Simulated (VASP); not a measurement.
# Al (Fm-3m) in VASP: further runs

The runs below take Al through relaxation of cell and atoms, single point, with PBE.

Program: VASP 6.6.1. These are calculated values, not measurements. Logs are shortened: lines on timing, memory, paths and dates and some standing lists are left out, and cuts for length are marked.

### Step 1. The cell of the first run

It takes space group Fm-3m (No. 225, cubic). The conventional cell has a = 3.616 Å, b = 3.616 Å, c = 3.616 Å, α = 90.00°, β = 90.00°, γ = 90.00°. Al (site symmetry m-3m) has 12 Al at 2.56 Å within 3.4 Å.

### Step 2. Relaxation of cell and atoms, PBE, target pressure 54 GPa, at which the enthalpy is minimised

File INCAR:

```
ALGO     = Normal         # electronic algorithm
EDIFF    = 1E-6           # SCF threshold, eV
EDIFFG   = -0.005         # ionic threshold
ENCUT    = 600            # plane-wave cutoff, eV
GGA      = PE             # functional
IBRION   = 2              # ionic algorithm
ISIF     = 3              # what is computed and relaxed
ISMEAR   = -1             # smearing method
LASPH    = True           # aspherical terms in the spheres
LCHARG   = False          # write CHGCAR
LREAL    = False          # projectors in reciprocal space
LWAVE    = False          # write WAVECAR
NELM     = 80             # most SCF steps
NSW      = 32             # ionic steps
PREC     = Accurate       # precision mode
PSTRESS  = 540.0        
SIGMA    = 0.1            # smearing width, eV
```

File KPOINTS:

```
k-points
0
Gamma
  18 18 18
```

File POSCAR:

```
Al
1.0
    0.0000000000      1.8081251327      1.8081251327
    1.8081251327      0.0000000000      1.8081251327
    1.8081251327      1.8081251327      0.0000000000
Al
1
Direct
    0.0000000000      0.0000000000      0.0000000000
```

Potentials or basis: VASP PAW PBE potentials, release 64 (Al).

Started as:

```bash
$ cat potpaw_PBE.64/Al/POTCAR > POTCAR
$ mpirun -np 1 vasp_std > vasp.out
```

OUTCAR:

```text
EDIFF = 1E-6
   EDIFFG = -0.005
   ENCUT = 600
   GGA = PE
   IBRION = 2
   ISIF = 3
   ISMEAR = -1
   LASPH = True
   LREAL = False
   NELM = 80
   NSW = 32
   PREC = Accurate
   PSTRESS = 540.0

 ion  position               nearest neighbor table
   1  0.000  0.000  0.000-

  LATTYP: Found a face centered cubic cell.
 ALAT       =     3.6162502654

  Lattice vectors:

 A1 = (   0.0000000000,   1.8081251327,   1.8081251327)
 A2 = (   1.8081251327,   0.0000000000,   1.8081251327)
 A3 = (   1.8081251327,   1.8081251327,   0.0000000000)

Analysis of symmetry for initial positions (statically):
=====================================================================
 Subroutine PRICEL returns:
 Original cell was already a primitive cell.

 Routine SETGRP: Setting up the symmetry group for a
 face centered cubic supercell.

 Subroutine GETGRP returns: Found 48 space group operations
 (whereof 48 operations were pure point group operations)
 out of a pool of 48 trial point group operations.

The static configuration has the point symmetry O_h .

Analysis of symmetry for dynamics (positions and initial velocities):
=====================================================================
 Subroutine PRICEL returns:
 Original cell was already a primitive cell.

 Routine SETGRP: Setting up the symmetry group for a
 face centered cubic supercell.

 Subroutine GETGRP returns: Found 48 space group operations
 (whereof 48 operations were pure point group operations)
 out of a pool of 48 trial point group operations.

The dynamic configuration has the point symmetry O_h .

 Subroutine INISYM returns: Found 48 space group operations
 (whereof 48 operations are pure point group operations),
 and found     1 'primitive' translations

----------------------------------------------------------------------------------------

                                     Primitive cell

  volume of cell :      11.8227

  direct lattice vectors                    reciprocal lattice vectors
     0.000000000  1.808125133  1.808125133    -0.276529534  0.276529534  0.276529534
     1.808125133  0.000000000  1.808125133     0.276529534 -0.276529534  0.276529534
     1.808125133  1.808125133  0.000000000     0.276529534  0.276529534 -0.276529534

  length of vectors
     2.557075085  2.557075085  2.557075085     0.478963202  0.478963202  0.478963202

  position of ions in fractional coordinates (direct lattice)
     0.000000000  0.000000000  0.000000000

  ion indices of the primitive-cell ions
   primitive index   ion index
                 1           1

----------------------------------------------------------------------------------------

 KPOINTS: k-points

Automatic generation of k-mesh.
 Grid dimensions read from file:
 generate k-points for:   18   18   18

 Generating k-lattice:

  Cartesian coordinates                     Fractional coordinates (reciprocal lattice)
    -0.015362752  0.015362752  0.015362752     0.055555556  0.000000000  0.000000000
     0.015362752 -0.015362752  0.015362752     0.000000000  0.055555556  0.000000000
     0.015362752  0.015362752 -0.015362752     0.000000000  0.000000000  0.055555556

  Length of vectors
     0.026609067  0.026609067  0.026609067

  Shift w.r.t. Gamma in fractional coordinates (k-lattice)
     0.000000000  0.000000000  0.000000000

 Subroutine IBZKPT returns following result:
 ===========================================

 Found    195 irreducible k-points:

 Following reciprocal coordinates:
            Coordinates               Weight
  0.000000  0.000000  0.000000      1.000000
  0.055556  0.000000  0.000000      8.000000
  0.111111  0.000000  0.000000      8.000000
  0.166667  0.000000  0.000000      8.000000
  0.222222  0.000000  0.000000      8.000000
  0.277778  0.000000  0.000000      8.000000
[... 16 lines left out ...]
 -0.277778  0.055556  0.000000     24.000000
 -0.222222  0.055556  0.000000     24.000000
 [... further k-points ...]
   k-points           NKPTS =    195   k-points in BZ     NKDIM =    195   number of bands    NBANDS=      5
   number of dos      NEDOS =    301   number of ions     NIONS =      1
   total plane-waves  NPLWV =   8000
   dimension x,y,z NGX =    20 NGY =   20 NGZ =   20
   dimension x,y,z NGXF=    40 NGYF=   40 NGZF=   40
   ions per type =               1
   NGX,Y,Z   is equivalent  to a cutoff of  13.00, 13.00, 13.00 a.u.
   NGXF,Y,Z  is equivalent  to a cutoff of  26.01, 26.01, 26.01 a.u.
 SYSTEM =  unknown system
   PREC   = accura    normal or accurate (medium, high low for compatibility)
   ISTART =      0    job   : 0-new  1-cont  2-samecut
   ICHARG =      2    charge: 1-file 2-atom 10-const
   ISPIN  =      1    spin polarized calculation?
   LNONCOLLINEAR =      F non collinear calculations
   LSORBIT =      F    spin-orbit coupling
   LASPH  =      T    aspherical Exc in radial PAW
   ENCUT  =  600.0 eV  44.10 Ry    6.64 a.u.   5.11  5.11  5.11*2*pi/ulx,y,z
   NELM   =     80;   NELMIN=  2; NELMDL= -5     # of ELM steps
   EDIFF  = 0.1E-05   stopping-criterion for ELM
   LREAL  =      F    real-space projection
   EDIFFG = -.5E-02   stopping-criterion for IOM
   NSW    =     32    number of steps for IOM
   IBRION =      2    ionic relax: 0-MD 1-quasi-New 2-CG
   NFREE  =      1    steps in history (QN), initial steepest desc. (CG)
   ISIF   =      3    stress and relaxation
   ISYM   =      2    0-nonsym 1-usesym 2-fastsym
   POTIM  = 0.5000    time-step for ionic-motion
   TEBEG  =    0.0;   TEEND  =   0.0 temperature during run
   PSTRESS=  540.0 pullay stress
   NELECT =       3.0000    total number of electrons
   NUPDOWN=      -1.0000    fix difference up-down
   EMIN   =  10.00;   EMAX   =-10.00  energy-range for DOS
   EFERMI =   0.00;   METHOD = LEGACY
   ISMEAR =    -1;   SIGMA  =   0.10  broadening in eV -4-tet -1-fermi 0-gaus
   EFERMI_NEDOS =   21; number of points for ismear=-14 and -15
   IALGO  =     38    algorithm
   IMIX   =      4    mixing-type and parameters
     AMIX     =   0.40;   BMIX     =  1.00
     AMIX_MAG =   1.60;   BMIX_MAG =  1.00
  volume/ion in A,a.u.               =      11.82        79.78
  Fermi-wavevector in a.u.,A,eV,Ry     =   1.036438  1.958584 14.615436  1.074204
  Thomas-Fermi vector in A             =   2.170829
   LORBIT       =      0    0 simple, 1 ext, 2 COOP (PROOUT), +10 PAW based schemes
   GGA     = PE    functional components
   LHFCALC =     F    Hartree Fock is set to
   AEXX    =    0.0000 exact exchange contribution
   IVDW    =     0    specifies the selected vdW correction
   LEPSILON=     F    determine dielectric tensor
   LRPA    =     F    only Hartree local field effects (RPA)
 conjugate gradient relaxation of ions
 non-spin polarized calculation
  energy-cutoff  :      600.00
  volume of cell :       11.82
 maximum number of plane-waves:       411
   NGX = 11   NGY = 11   NGZ = 11

 number of electron       3.0000000 magnetization

 Free energy of the ion-electron system (eV)
  ---------------------------------------------------
  ext. energy  EPLUGINS =         0.00000000
  ---------------------------------------------------
  free energy    TOTEN  =        -3.16574979 eV

  energy without entropy =       -3.15557979  energy(sigma->0) =       -3.16066479

 E-fermi :  11.9028     XC(G=0): -11.4694

 val. band max:       11.8477903637   @ k =   0.5000   0.4444   0.0556
 cond. band min:      11.9078820279   @ k =  -0.3333   0.0556   0.0000
 fundamental gap:      0.0600916642
 Fermi energy:        11.9027789149

 k-point     1 :       0.0000    0.0000    0.0000
  band No.  band energies     occupation
      1      -1.6813      2.00000
      2      26.5914      0.00000
      3      26.5914      0.00000
      4      26.5914      0.00000
      5      30.9867      0.00000

 k-point     2 :       0.0556    0.0000    0.0000
  band No.  band energies     occupation
      1      -1.5768      2.00000
      2      25.1162      0.00000
      3      26.4521      0.00000
      4      26.4521      0.00000
      5      30.8819      0.00000

 k-point     3 :       0.1111    0.0000    0.0000
  band No.  band energies     occupation
      1      -1.2640      2.00000
      2      22.5672      0.00000
      3      26.1274      0.00000
      4      26.1274      0.00000
      5      30.5466      0.00000

 k-point     4 :       0.1667    0.0000    0.0000
  band No.  band energies     occupation
      1      -0.7449      2.00000
      2      19.9202      0.00000
      3      25.7647      0.00000
      4      25.7647      0.00000
      5      30.1361      0.00000

 k-point     5 :       0.2222    0.0000    0.0000
  band No.  band energies     occupation
      1      -0.0228      2.00000
      2      17.3425      0.00000
      3      25.4515      0.00000
      4      25.4515      0.00000
      5      29.7620      0.00000

 k-point     6 :       0.2778    0.0000    0.0000
  band No.  band energies     occupation
      1       0.8977      2.00000
      2      14.8843      0.00000
      3      25.2254      0.00000
      4      25.2254      0.00000
      5      29.4917      0.00000
[... 113 lines left out ...]
 k-point    21 :      -0.3889    0.0556    0.0000
  band No.  band energies     occupation
      1       3.8626      2.00000
      2       9.8133      2.00000
      3      23.2327      0.00000
      4      25.3478      0.00000
      5      27.7844      0.00000

 k-point    22 :      -0.3333    0.0556    0.0000
  band No.  band energies     occupation
      1       2.5115      2.00000
      2      11.9079      0.97449
      3      23.1528      0.00000
      4      25.8760      0.00000
      5      27.9137      0.00000

 k-point    23 :      -0.2778    0.0556    0.0000
  band No.  band energies     occupation
      1       1.3377      2.00000
      2      14.1649      0.00000
      3      23.2191      0.00000
      4      26.3070      0.00000
      5      28.4315      0.00000

 k-point    24 :      -0.2222    0.0556    0.0000
  band No.  band energies     occupation
      1       0.3533      2.00000
      2      16.5641      0.00000
      3      23.4347      0.00000
      4      26.6186      0.00000
      5      29.3256      0.00000

 [... further k-points ...]
[... 5 lines left out ...]
  --------------------------------------------------------------------------------------
  -------------------------------------------------------------------------------------
  Total        3.9879341      3.9879341      3.9879341      0.0000000     -0.0000000     -0.0000000
  in kB      540.4345590    540.4345590    540.4345590      0.0000000     -0.0000000     -0.0000000
  external PRESSURE =       0.4345590 kB  Pullay stress =     540.0000000 kB

 VOLUME and BASIS-vectors are now :
 -----------------------------------------------------------------------------
  energy-cutoff  :      600.00
  volume of cell :       11.82
      direct lattice vectors                 reciprocal lattice vectors
     0.000000000  1.808125133  1.808125133    -0.276529534  0.276529534  0.276529534
     1.808125133  0.000000000  1.808125133     0.276529534 -0.276529534  0.276529534
     1.808125133  1.808125133  0.000000000     0.276529534  0.276529534 -0.276529534

 POSITION                                       TOTAL-FORCE (eV/Angst)
 -----------------------------------------------------------------------------------
      0.00000      0.00000      0.00000         0.000000      0.000000      0.000000
 -----------------------------------------------------------------------------------
    total drift:                                0.000000      0.000000     -0.000000

  FREE ENERGIE OF THE ION-ELECTRON SYSTEM (eV)
  ---------------------------------------------------
  free  energy   TOTEN  =        -3.1657497931 eV

  energy  without entropy=       -3.1555797862  energy(sigma->0) =       -3.16066479

  enthalpy is  TOTEN    =         0.8189776578 eV   P V=        3.9847274509

 reached required accuracy - stopping structural energy minimisation
```

It took 8.8 s on 1 thread of Intel Xeon Platinum 8559C (Emerald Rapids), shared host; peak memory 0.12 GiB.

Results:

| Property | Result |
| --- | --- |
| Free energy | -3.1657 eV |
| Pressure after relaxing | 54.0 GPa |

Final structure:
```xyz
1
Lattice="0.0000 1.8081 1.8081 1.8081 0.0000 1.8081 1.8081 1.8081 0.0000" Properties=species:S:1:pos:R:3 pbc="T T T"
Al    0.0000    0.0000    0.0000
```

Caveat: the relaxation stopped at its first step, so nothing moved; the cell is relaxed towards a set pressure, so the enthalpy falls and the energy may rise.

### Step 3. Relaxation of cell and atoms, PBE

This run uses another cell than the first one, of 16.48 Å³/atom, 1.394 times its volume.

File INCAR:

```
SYSTEM = Al
PREC = Accurate
ENCUT = 600
EDIFF = 1E-7
ISMEAR = -1
SIGMA = 0.1
LREAL = .FALSE.
LASPH = .TRUE.
NELM = 100
ALGO = Normal
ISIF = 3
LWAVE = .FALSE.
LCHARG = .FALSE.
GGA = PE
IBRION = 2
NSW = 60
EDIFFG = -0.005
```

File KPOINTS:

```
Automatic mesh
0
G
  17 17 17
  0 0 0
```

File POSCAR:

```
Al
1.0
    0.0000000000      2.0199666694      2.0199666694
    2.0199666694      0.0000000000      2.0199666694
    2.0199666694      2.0199666694      0.0000000000
Al
1
Direct
    0.0000000000      0.0000000000      0.0000000000
```

Potentials or basis: VASP PAW PBE potentials, release 64 (Al).

Started as:

```bash
$ cat potpaw_PBE.64/Al/POTCAR > POTCAR
$ mpirun -np 1 vasp_std > vasp.out
```

OUTCAR:

```text
SYSTEM = Al
   PREC = Accurate
   ENCUT = 600
   EDIFF = 1E-7
   ISMEAR = -1
   LREAL = .FALSE.
   LASPH = .TRUE.
   NELM = 100
   ISIF = 3
   GGA = PE
   IBRION = 2
   NSW = 60
   EDIFFG = -0.005

 ion  position               nearest neighbor table
   1  0.000  0.000  0.000-

  LATTYP: Found a face centered cubic cell.
 ALAT       =     4.0399333388

  Lattice vectors:

 A1 = (   0.0000000000,   2.0199666694,   2.0199666694)
 A2 = (   2.0199666694,   0.0000000000,   2.0199666694)
[... 366 lines left out ...]
  band No.  band energies     occupation
      1      -2.5357      2.00000
      2      15.8501      0.00000
      3      17.8870      0.00000
      4      20.7580      0.00000
      5      22.8640      0.00000

 [... further k-points ...]
[... 5 lines left out ...]
  --------------------------------------------------------------------------------------
  -------------------------------------------------------------------------------------
  Total        0.0017181      0.0017181      0.0017181      0.0000000      0.0000000     -0.0000000
  in kB        0.1669954      0.1669954      0.1669954      0.0000000      0.0000000     -0.0000000
  external PRESSURE =       0.1669954 kB  Pullay stress =       0.0000000 kB

 VOLUME and BASIS-vectors are now :
 -----------------------------------------------------------------------------
  energy-cutoff  :      600.00
  volume of cell :       16.48
      direct lattice vectors                 reciprocal lattice vectors
     0.000000000  2.019966669  2.019966669    -0.247528837  0.247528837  0.247528837
     2.019966669  0.000000000  2.019966669     0.247528837 -0.247528837  0.247528837
     2.019966669  2.019966669  0.000000000     0.247528837  0.247528837 -0.247528837

 POSITION                                       TOTAL-FORCE (eV/Angst)
 -----------------------------------------------------------------------------------
      0.00000      0.00000      0.00000         0.000000      0.000000      0.000000
 -----------------------------------------------------------------------------------
    total drift:                                0.000000      0.000000     -0.000000

  FREE ENERGIE OF THE ION-ELECTRON SYSTEM (eV)
  ---------------------------------------------------
  free  energy   TOTEN  =        -3.7549137713 eV

  energy  without entropy=       -3.7423681049  energy(sigma->0) =       -3.74864094

 reached required accuracy - stopping structural energy minimisation
```

OSZICAR:

```text
N       E                     dE             d eps       ncg     rms          rms(c)
DAV:   1    -0.141345385993E+01   -0.14135E+01   -0.96822E+02  1685   0.387E+02
DAV:   2    -0.375501156004E+01   -0.23416E+01   -0.21777E+01  2070   0.325E+01
DAV:   3    -0.377728536334E+01   -0.22274E-01   -0.22256E-01  2260   0.378E+00
DAV:   4    -0.377737119796E+01   -0.85835E-04   -0.85834E-04  2165   0.220E-01
DAV:   5    -0.377737162631E+01   -0.42835E-06   -0.42755E-06  2185   0.140E-02    0.130E+00
DAV:   6    -0.376440248793E+01    0.12969E-01   -0.16372E-03  1960   0.310E-01    0.760E-01
DAV:   7    -0.375491916678E+01    0.94833E-02   -0.49421E-03  1930   0.504E-01    0.146E-01
DAV:   8    -0.375491576531E+01    0.34015E-05   -0.23993E-05  2090   0.526E-02    0.751E-03
DAV:   9    -0.375491421936E+01    0.15460E-05   -0.10080E-06  2025   0.697E-03    0.116E-03
DAV:  10    -0.375491384425E+01    0.37511E-06   -0.53703E-09  1735   0.812E-04    0.822E-04
DAV:  11    -0.375491377132E+01    0.72926E-07   -0.27280E-10  1070   0.162E-04
   1 F= -.37549138E+01 E0= -.37486409E+01  d E =-.375491E+01
```

CONTCAR:

```text
Al
   1.00000000000000
     0.0000000000000000    2.0199666694000000    2.0199666694000000
     2.0199666694000000    0.0000000000000000    2.0199666694000000
     2.0199666694000000    2.0199666694000000    0.0000000000000000
  Al
     1
Direct
     0.0000000000000000    0.0000000000000000    0.0000000000000000

  0.00000000E+00  0.00000000E+00  0.00000000E+00
```

It took 6.5 s on 1 thread of Intel Xeon Platinum 8559C (Emerald Rapids), shared host; peak memory 0.14 GiB.

What came out:

```yaml
Free_energy: -3.7549 eV
Pressure_after_relaxing: 0.0 GPa
```

Final structure:
```xyz
1
Lattice="0.0000 2.0200 2.0200 2.0200 0.0000 2.0200 2.0200 2.0200 0.0000" Properties=species:S:1:pos:R:3 pbc="T T T"
Al    0.0000    0.0000    0.0000
```

Caveat: the relaxation stopped at its first step, so nothing moved.

(Part 1 of 2 ends here.)
